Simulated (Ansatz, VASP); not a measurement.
Two plane-wave programs on KTaO3

Contents of INCAR:

```
SYSTEM = KTaO3
PREC = Accurate
ENCUT = 520
EDIFF = 1E-7
ISMEAR = 0
SIGMA = 0.05
LREAL = .False.
LASPH = .True.
NELM = 100
ALGO = Normal
ISIF = 2
LWAVE = .False.
LCHARG = .False.
GGA = PE
NBANDS = 27
```

KPOINTS

```
regular mesh
0
Gamma
  8 8 8
  0 0 0
```

The input POSCAR:

```
KTaO3
1.0
    4.1874526027     -0.8374905205     -0.8374905205
   -0.8374905205      4.1874526027     -0.8374905205
   -0.8374905205     -0.8374905205      4.1874526027
K Ta O
1 1 3
Direct
    0.5000000000      0.5000000000      0.5000000000
    0.0000000000      0.0000000000      0.0000000000
    0.5000000000      0.0000000000      0.0000000000
    0.0000000000      0.5000000000      0.0000000000
    0.0000000000      0.0000000000      0.5000000000
```

Input for Ansatz:

```yaml
crystal:
  lattice:
    - [4.1874526027, -0.8374905205, -0.8374905205]
    - [-0.8374905205, 4.1874526027, -0.8374905205]
    - [-0.8374905205, -0.8374905205, 4.1874526027]
  atoms:
    - { symbol: K, position: [0.5, 0.5, 0.5] }
    - { symbol: Ta, position: [0.0, 0.0, 0.0] }
    - { symbol: O, position: [0.5, 0.0, 0.0] }
    - { symbol: O, position: [0.0, 0.5, 0.0] }
    - { symbol: O, position: [0.0, 0.0, 0.5] }
basis:
  ecutwfc: 420
kpoints:
  mp_grid: { grid: [8, 8, 8] }
hamiltonian:
  xc: pbe
scf:
  occupations: { method: gaussian, width: 0.05 }
output:
  forces: true
  stress: true
  eigenvalues: true
```

Alike in both runs: task single point; functional PBE; k mesh 8 × 8 × 8; occupations gaussian, width 0.05 eV; no spin polarisation.

|  | VASP | Ansatz |
| --- | --- | --- |
| version | VASP 6.6.1 | Ansatz 0.2.0 |
| potentials or method | VASP PAW PBE potentials, release 64 (K_sv, Ta_pv, O), cutoff 520 eV | scalar-relativistic, plane waves, PAW |
| valence electrons in the cell | 38 | 40 |

|  | VASP | Ansatz | Ansatz less VASP |
| --- | --- | --- | --- |
| gap on the k mesh at the Fermi level (eV) | none | none | - |
| pressure (GPa) | 11.5 | 9.8 | -1.67 |
| traceless stress, the component that is largest in VASP (GPa) | 44.16 | 43.27 | -0.886 |

A gap of «none» marks a metal or a gap that the smearing closes. VASP's potentials hold 38 valence electrons a cell and Ansatz's 40, so a difference there can come from the potentials and not from the codes.

Spin-orbit coupling is off throughout.
